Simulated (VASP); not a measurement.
# Lu (Fm-3m) in VASP: further runs

Lu is run at these levels: PBE; tasks: relaxation of cell and atoms.

All numbers are computed with VASP 6.6.1; they aren't measurements. Logs are shortened: lines on timing, memory, paths and dates and some standing lists are left out, and cuts for length are marked.

## (1) The cell of the first run

Symmetry: Fm-3m, No. 225, cubic system. Conventional cell: a = 3.859 Å, b = 3.859 Å, c = 3.859 Å, α = 90.00°, β = 90.00°, γ = 90.00°. Lu (site symmetry m-3m) has 12 Lu at 2.73 Å within 3.6 Å.

This isn't the form of Lu at room conditions, which is hcp.

## (2) Relaxation of cell and atoms, PBE, target pressure 100 GPa, at which the enthalpy is minimised

INCAR

```
PREC = Accurate
ENCUT = 600
EDIFF = 1E-6
ISMEAR = -1
SIGMA = 0.05
LREAL = F
LASPH = T
NELM = 100
ALGO = Normal
ISIF = 3
LWAVE = F
LCHARG = F
GGA = PE
IBRION = 2
NSW = 60
EDIFFG = -0.005
PSTRESS = 1000.0
```

KPOINTS

```
regular mesh
0
Gamma
  17 17 17
```

POSCAR

```
Lu
1.0
    0.0000000000      1.9296367340      1.9296367340
    1.9296367340      0.0000000000      1.9296367340
    1.9296367340      1.9296367340      0.0000000000
Lu
1
Direct
    0.0000000000      0.0000000000      0.0000000000
```

Potentials or basis: VASP PAW PBE potentials, release 64 (Lu).

Run with:

```bash
> cat potpaw_PBE.64/Lu/POTCAR > POTCAR
> mpirun -np 1 vasp_std > vasp.out
```

OUTCAR:

```text
PREC = Accurate
   ENCUT = 600
   EDIFF = 1E-6
   ISMEAR = -1
   LREAL = F
   LASPH = T
   NELM = 100
   ISIF = 3
   GGA = PE
   IBRION = 2
   NSW = 60
   EDIFFG = -0.005
   PSTRESS = 1000.0

 ion  position               nearest neighbor table
   1  0.000  0.000  0.000-

  LATTYP: Found a face centered cubic cell.
 ALAT       =     3.8592734680

  Lattice vectors:

 A1 = (   0.0000000000,   1.9296367340,   1.9296367340)
 A2 = (   1.9296367340,   0.0000000000,   1.9296367340)
 A3 = (   1.9296367340,   1.9296367340,   0.0000000000)

Analysis of symmetry for initial positions (statically):
=====================================================================
 Subroutine PRICEL returns:
 Original cell was already a primitive cell.

 Routine SETGRP: Setting up the symmetry group for a
 face centered cubic supercell.

 Subroutine GETGRP returns: Found 48 space group operations
 (whereof 48 operations were pure point group operations)
 out of a pool of 48 trial point group operations.

The static configuration has the point symmetry O_h .

Analysis of symmetry for dynamics (positions and initial velocities):
=====================================================================
 Subroutine PRICEL returns:
 Original cell was already a primitive cell.

 Routine SETGRP: Setting up the symmetry group for a
 face centered cubic supercell.

 Subroutine GETGRP returns: Found 48 space group operations
 (whereof 48 operations were pure point group operations)
 out of a pool of 48 trial point group operations.

The dynamic configuration has the point symmetry O_h .

 Subroutine INISYM returns: Found 48 space group operations
 (whereof 48 operations are pure point group operations),
 and found     1 'primitive' translations

----------------------------------------------------------------------------------------

                                     Primitive cell

  volume of cell :      14.3700

  direct lattice vectors                    reciprocal lattice vectors
     0.000000000  1.929636734  1.929636734    -0.259116129  0.259116129  0.259116129
     1.929636734  0.000000000  1.929636734     0.259116129 -0.259116129  0.259116129
     1.929636734  1.929636734  0.000000000     0.259116129  0.259116129 -0.259116129

  length of vectors
     2.728918440  2.728918440  2.728918440     0.448802300  0.448802300  0.448802300

  position of ions in fractional coordinates (direct lattice)
     0.000000000  0.000000000  0.000000000

  ion indices of the primitive-cell ions
   primitive index   ion index
                 1           1

----------------------------------------------------------------------------------------

 KPOINTS: regular mesh

Automatic generation of k-mesh.
 Grid dimensions read from file:
 generate k-points for:   17   17   17

 Generating k-lattice:

  Cartesian coordinates                     Fractional coordinates (reciprocal lattice)
    -0.015242125  0.015242125  0.015242125     0.058823529  0.000000000  0.000000000
     0.015242125 -0.015242125  0.015242125     0.000000000  0.058823529  0.000000000
     0.015242125  0.015242125 -0.015242125     0.000000000  0.000000000  0.058823529

  Length of vectors
     0.026400135  0.026400135  0.026400135

  Shift w.r.t. Gamma in fractional coordinates (k-lattice)
     0.000000000  0.000000000  0.000000000

 Subroutine IBZKPT returns following result:
 ===========================================

 Found    165 irreducible k-points:

 Following reciprocal coordinates:
            Coordinates               Weight
  0.000000  0.000000  0.000000      1.000000
  0.058824  0.000000  0.000000      8.000000
  0.117647  0.000000  0.000000      8.000000
  0.176471  0.000000  0.000000      8.000000
  0.235294  0.000000  0.000000      8.000000
  0.294118  0.000000  0.000000      8.000000
[... 16 lines left out ...]
 -0.176471  0.058824  0.000000     24.000000
 -0.117647  0.058824  0.000000     24.000000
 [... further k-points ...]
   k-points           NKPTS =    165   k-points in BZ     NKDIM =    165   number of bands    NBANDS=     16
   number of dos      NEDOS =    301   number of ions     NIONS =      1
   total plane-waves  NPLWV =  13824
   dimension x,y,z NGX =    24 NGY =   24 NGZ =   24
   dimension x,y,z NGXF=    48 NGYF=   48 NGZF=   48
   ions per type =               1
   NGX,Y,Z   is equivalent  to a cutoff of  14.62, 14.62, 14.62 a.u.
   NGXF,Y,Z  is equivalent  to a cutoff of  29.24, 29.24, 29.24 a.u.
 SYSTEM =  unknown system
   PREC   = accura    normal or accurate (medium, high low for compatibility)
   ISTART =      0    job   : 0-new  1-cont  2-samecut
   ICHARG =      2    charge: 1-file 2-atom 10-const
   ISPIN  =      1    spin polarized calculation?
   LNONCOLLINEAR =      F non collinear calculations
   LSORBIT =      F    spin-orbit coupling
   LASPH  =      T    aspherical Exc in radial PAW
   ENCUT  =  600.0 eV  44.10 Ry    6.64 a.u.   5.45  5.45  5.45*2*pi/ulx,y,z
   NELM   =    100;   NELMIN=  2; NELMDL= -5     # of ELM steps
   EDIFF  = 0.1E-05   stopping-criterion for ELM
   LREAL  =      F    real-space projection
   EDIFFG = -.5E-02   stopping-criterion for IOM
   NSW    =     60    number of steps for IOM
   IBRION =      2    ionic relax: 0-MD 1-quasi-New 2-CG
   NFREE  =      1    steps in history (QN), initial steepest desc. (CG)
   ISIF   =      3    stress and relaxation
   ISYM   =      2    0-nonsym 1-usesym 2-fastsym
   POTIM  = 0.5000    time-step for ionic-motion
   TEBEG  =    0.0;   TEEND  =   0.0 temperature during run
   PSTRESS= 1000.0 pullay stress
   NELECT =      25.0000    total number of electrons
   NUPDOWN=      -1.0000    fix difference up-down
   EMIN   =  10.00;   EMAX   =-10.00  energy-range for DOS
   EFERMI =   0.00;   METHOD = LEGACY
   ISMEAR =    -1;   SIGMA  =   0.05  broadening in eV -4-tet -1-fermi 0-gaus
   EFERMI_NEDOS =   21; number of points for ismear=-14 and -15
   IALGO  =     38    algorithm
   IMIX   =      4    mixing-type and parameters
     AMIX     =   0.40;   BMIX     =  1.00
     AMIX_MAG =   1.60;   BMIX_MAG =  1.00
  volume/ion in A,a.u.               =      14.37        96.97
  Fermi-wavevector in a.u.,A,eV,Ry     =   1.968956  3.720787 52.746883  3.876787
  Thomas-Fermi vector in A             =   2.992071
   LORBIT       =      0    0 simple, 1 ext, 2 COOP (PROOUT), +10 PAW based schemes
   GGA     = PE    functional components
   LHFCALC =     F    Hartree Fock is set to
   AEXX    =    0.0000 exact exchange contribution
   IVDW    =     0    specifies the selected vdW correction
   LEPSILON=     F    determine dielectric tensor
   LRPA    =     F    only Hartree local field effects (RPA)
 conjugate gradient relaxation of ions
 non-spin polarized calculation
  energy-cutoff  :      600.00
  volume of cell :       14.37
 maximum number of plane-waves:       531
 NGX is ok and might be reduce to    24
   NGX = 11   NGY = 11   NGZ = 11

--------------------------------------- Ionic step        1  -------------------------------------------

 number of electron      25.0000001 magnetization

 Free energy of the ion-electron system (eV)
  ---------------------------------------------------
  ext. energy  EPLUGINS =         0.00000000
  ---------------------------------------------------
  free energy    TOTEN  =        -1.69144000 eV

  energy without entropy =       -1.68264759  energy(sigma->0) =       -1.68704380

------------------------ aborting loop because EDIFF is reached ----------------------------------------

  FORCE on cell =-STRESS in cart. coord.  units (eV):
  Direction    XX          YY          ZZ          XY          YZ          ZX
  --------------------------------------------------------------------------------------
  -------------------------------------------------------------------------------------
  Total        9.3591200      9.3591200      9.3591200      0.0000000      0.0000000      0.0000000
  in kB     1043.4915246   1043.4915246   1043.4915246      0.0000000      0.0000000      0.0000000
  external PRESSURE =      43.4915246 kB  Pullay stress =    1000.0000000 kB

 VOLUME and BASIS-vectors are now :
 -----------------------------------------------------------------------------
  energy-cutoff  :      600.00
  volume of cell :       14.37
      direct lattice vectors                 reciprocal lattice vectors
     0.000000000  1.929636734  1.929636734    -0.259116129  0.259116129  0.259116129
     1.929636734  0.000000000  1.929636734     0.259116129 -0.259116129  0.259116129
     1.929636734  1.929636734  0.000000000     0.259116129  0.259116129 -0.259116129
[... 44 lines left out ...]
  FREE ENERGIE OF THE ION-ELECTRON SYSTEM (eV)
  ---------------------------------------------------
  free  energy   TOTEN  =        -2.1870292689 eV

  energy  without entropy=       -2.1772553229  energy(sigma->0) =       -2.18214230

  enthalpy is  TOTEN    =         7.2979499450 eV   P V=        9.4849792139

--------------------------------------- Ionic step        3  -------------------------------------------

 number of electron      24.9999995 magnetization

 Free energy of the ion-electron system (eV)
  ---------------------------------------------------
  ext. energy  EPLUGINS =         0.00000000
  ---------------------------------------------------
  free energy    TOTEN  =        -1.83207463 eV

  energy without entropy =       -1.82287263  energy(sigma->0) =       -1.82747363

 E-fermi :   5.4673     XC(G=0): -14.6079

 val. band max:        5.4595168233   @ k =   0.2353   0.1765   0.0000
 cond. band min:       5.4927403083   @ k =  -0.1765   0.2941   0.1176
 fundamental gap:      0.0332234850
 Fermi energy:         5.4672692184

 k-point     1 :       0.0000    0.0000    0.0000
  band No.  band energies     occupation
      1     -50.3848      2.00000
      2     -19.2343      2.00000
      3     -19.2343      2.00000
      4     -19.2343      2.00000
      5      -1.5200      2.00000
      6       0.4379      2.00000
[... 8 lines left out ...]
     15       8.1362      0.00000
     16      13.1995      0.00000
[... 419 lines left out ...]
 k-point    24 :      -0.1176    0.0588    0.0000
  band No.  band energies     occupation
      1     -50.2823      2.00000
      2     -20.0739      2.00000
      3     -19.4311      2.00000
      4     -19.2859      2.00000
      5      -0.1632      2.00000
      6       0.4737      2.00000
[... 8 lines left out ...]
     15       8.7667      0.00000
     16      11.9555      0.00000

 [... further k-points ...]

------------------------ aborting loop because EDIFF is reached ----------------------------------------

  FORCE on cell =-STRESS in cart. coord.  units (eV):
  Direction    XX          YY          ZZ          XY          YZ          ZX
  --------------------------------------------------------------------------------------
  -------------------------------------------------------------------------------------
  Total        9.1023724      9.1023724      9.1023724      0.0000000      0.0000000     -0.0000000
  in kB      999.5711084    999.5711084    999.5711084      0.0000000      0.0000000     -0.0000000
  external PRESSURE =      -0.4288916 kB  Pullay stress =    1000.0000000 kB

 VOLUME and BASIS-vectors are now :
 -----------------------------------------------------------------------------
  energy-cutoff  :      600.00
  volume of cell :       14.59
      direct lattice vectors                 reciprocal lattice vectors
    -0.000000000  1.939428756  1.939428756    -0.257807872  0.257807872  0.257807872
     1.939428756 -0.000000000  1.939428756     0.257807872 -0.257807872  0.257807872
     1.939428756  1.939428756  0.000000000     0.257807872  0.257807872 -0.257807872

 POSITION                                       TOTAL-FORCE (eV/Angst)
 -----------------------------------------------------------------------------------
      0.00000      0.00000      0.00000         0.000000      0.000000      0.000000
 -----------------------------------------------------------------------------------
    total drift:                               -0.000000     -0.000000     -0.000000

  FREE ENERGIE OF THE ION-ELECTRON SYSTEM (eV)
  ---------------------------------------------------
  free  energy   TOTEN  =        -1.8320746260 eV

  energy  without entropy=       -1.8228726264  energy(sigma->0) =       -1.82747363

  enthalpy is  TOTEN    =         7.2742033876 eV   P V=        9.1062780136

 reached required accuracy - stopping structural energy minimisation
```

Wall time 1.8 min (1 thread of AMD EPYC 9R45 (Zen 5), shared host); peak memory 0.17 GiB.

Results:

| Property | Result |
| --- | --- |
| Free energy | -1.8321 eV |
| Relaxed volume | 14.59 Å³/atom |
| Relaxed cell | a = 2.743 Å, b = 2.743 Å, c = 2.743 Å, α = 60.00°, β = 60.00°, γ = 60.00° |
| Space group after relaxing (to 0.1 Å) | Fm-3m (No. 225) |
| Energy change on relaxing (the run minimises the enthalpy) | -140.6 meV/atom |
| Ionic steps | 3 |
| Pressure after relaxing | 100.0 GPa |
| Band gap on the k mesh | zero (an odd number of electrons rules out a gap without spin polarisation) |

The path:
| step | energy change (eV) | largest force (eV/Å) | pressure (GPa) | volume (Å³) |
| --- | --- | --- | --- | --- |
| 1 | 0.0000 | 0.0000 | 104.35 | 14.37 |
| 2 | -0.4956 | 0.0000 | 87.81 | 15.20 |
| 3 | -0.1406 | 0.0000 | 99.96 | 14.59 |

Final structure:
```cif
data_structure
_symmetry_space_group_name_H-M 'P 1'
_symmetry_Int_Tables_number 1
_cell_length_a 2.7428
_cell_length_b 2.7428
_cell_length_c 2.7428
_cell_angle_alpha 60.000
_cell_angle_beta 60.000
_cell_angle_gamma 60.000
_cell_volume 14.59
loop_
_atom_site_label
_atom_site_type_symbol
_atom_site_fract_x
_atom_site_fract_y
_atom_site_fract_z
_atom_site_occupancy
Lu1 Lu 0.00000 0.00000 0.00000 1
```

Caveat: the cell is relaxed towards a set pressure, so the run minimises the enthalpy, not the energy; spin-orbit coupling is left out, which moves the levels of the heavy elements.

## (3) Relaxation of cell and atoms, PBE, target pressure 100 GPa, at which the enthalpy is minimised

This run uses another cell than the first one, of 14.49 Å³/atom.

INCAR

```
SYSTEM = Lu
  ALGO = Normal
  EDIFF = 1E-7
  EDIFFG = -0.005
  ENCUT = 600
  GGA = PE
  IBRION = 2
  ISIF = 3
  ISMEAR = -1
  LASPH = .True.
  LCHARG = .False.
  LREAL = .False.
  LWAVE = .False.
  NELM = 60
  NSW = 32
  PREC = Accurate
  PSTRESS = 1000.0
  SIGMA = 0.05
```

KPOINTS

```
k-points
0
Gamma
  17 17 17
  0 0 0
```

POSCAR

```
Lu
1.0
    0.0000000000      1.9349379062      1.9349379062
    1.9349379062      0.0000000000      1.9349379062
    1.9349379062      1.9349379062      0.0000000000
Lu
1
Direct
    0.0000000000      0.0000000000      0.0000000000
```

Potentials or basis: VASP PAW PBE potentials, release 64 (Lu).

Run with:

```bash
> cat potpaw_PBE.64/Lu/POTCAR > POTCAR
> mpirun -np 1 vasp_std > vasp.out
```

It took 1.9 min on 1 thread of AMD EPYC 9R45 (Zen 5), shared host; peak memory 0.17 GiB.

It converged, with:

```
Free energy                                                : -1.8329 eV
Relaxed volume                                             : 14.59 Å³/atom
Relaxed cell                                               : a = 2.743 Å, b = 2.743 Å, c = 2.743 Å, α = 60.00°, β = 60.00°, γ = 60.00°
Space group after relaxing (to 0.1 Å)                      : Fm-3m (No. 225)
Energy change on relaxing (the run minimises the enthalpy) : -64.6 meV/atom
Ionic steps                                                : 3
Pressure after relaxing                                    : 100.0 GPa
Band gap on the k mesh                                     : zero (an odd number of electrons rules out a gap without spin polarisation)
```

Step by step:
| step | energy change (eV) | largest force (eV/Å) | pressure (GPa) | volume (Å³) |
| --- | --- | --- | --- | --- |
| 1 | 0.0000 | 0.0000 | 102.29 | 14.49 |
| 2 | -0.2668 | 0.0000 | 93.02 | 14.93 |
| 3 | -0.0646 | 0.0000 | 99.97 | 14.59 |

Final structure:
```xyz
1
Lattice="0.0000 1.9395 1.9395 1.9395 0.0000 1.9395 1.9395 1.9395 0.0000" Properties=species:S:1:pos:R:3 pbc="T T T"
Lu    0.0000    0.0000    0.0000
```

Levels at points of the mesh, in eV from the Fermi level:
| k point | band 9 | band 10 | band 11 | band 12 | band 13 | band 14 | band 15 | band 16 |
| --- | --- | --- | --- | --- | --- | --- | --- | --- |
| (0.00, 0.00, 0.00) | -4.73 | -4.34 | -4.34 | -4.34 | 2.67 | 2.67 | 2.67 | 7.73 |

Caveat: the cell is relaxed towards a set pressure, so the run minimises the enthalpy, not the energy; spin-orbit coupling is left out, which moves the levels of the heavy elements.
